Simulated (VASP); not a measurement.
SnO2: single point with PBE-based screened hybrid

Crystal: SnO2.

```
CELL_PARAMETERS angstrom
0.00000 2.53347 2.53347
2.53347 0.00000 2.53347
2.53347 2.53347 0.00000
ATOMIC_POSITIONS crystal
Sn 0.00000 0.00000 0.00000
O 0.25000 0.25000 0.25000
O 0.75000 0.75000 0.75000
```

```json
{
  "Program": "VASP 6.6.1",
  "Task": "single point",
  "Functional": "PBE-based screened hybrid",
  "Potentials or basis": "VASP PAW PBE potentials, release 64 (Sn_d, O)",
  "Cutoff": "520 eV",
  "k mesh": "4 × 4 × 4",
  "Occupations": "gaussian, width 0.01 eV",
  "Spin": "no spin polarisation"
}
```

```
Pressure               : 5.1 GPa
Band gap on the k mesh : 0.72 eV, indirect (least direct gap 2.16 eV)
```

Levels at points of the mesh, in eV from the valence-band top:
| k point | band 9 | band 10 | band 11 | band 12 | band 13 | band 14 | band 15 | band 16 | band 17 | band 18 |
| --- | --- | --- | --- | --- | --- | --- | --- | --- | --- | --- |
| (0.00, 0.00, 0.00) | -3.04 | -3.04 | -1.44 | -1.44 | -1.44 | 0.72 | 7.67 | 7.67 | 7.67 | 14.09 |
| (0.50, 0.00, 0.00) | -4.01 | -3.52 | -3.52 | -2.21 | -2.21 | 5.46 | 8.62 | 11.11 | 11.11 | 16.04 |
| (0.50, 0.50, 0.00) | -5.72 | -5.72 | -0.21 | -0.21 | -0.13 | 3.79 | 7.82 | 10.55 | 13.07 | 13.07 |

It took 8.7 min on 1 thread of AMD EPYC 7R13 Processor (Zen 3) (shared host), peak memory 0.23 GiB.

Caveat: the k points lie up to 0.54 Å⁻¹ apart; the PAW data sets were made with another functional, which shifts forces and pressure a little; spin-orbit coupling is left out, which moves the levels of the heavy elements. A k mesh can miss the band edges.
